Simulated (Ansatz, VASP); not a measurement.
**One calculation of S, two programs**

```
S
1.0
     2.61473    0.00000    0.00000
     0.00000    2.61473    0.00000
     0.00000    0.00000    2.61473
S
1
Direct
  0.00000 0.00000 0.00000
```

Change from the starting cell: volume scaled by 1.04.

Alike in both runs: task single point; functional PBE; k mesh 16 × 16 × 16; occupations fermi-dirac, width 0.08 eV; no spin polarisation.

|  | VASP | Ansatz |
| --- | --- | --- |
| version | VASP 6.6.1 | Ansatz 0.2.0 |
| potentials or method | VASP PAW PBE potentials, release 64 (S), cutoff 520 eV | all-electron LAPW, scalar-relativistic |

Ansatz gave:

- pressure (GPa): -3.0

**Question.** Estimate VASP's values.

**Answer.** Pressure (GPa): -3.2.

Ansatz ran all-electron here, and VASP with PAW potentials.
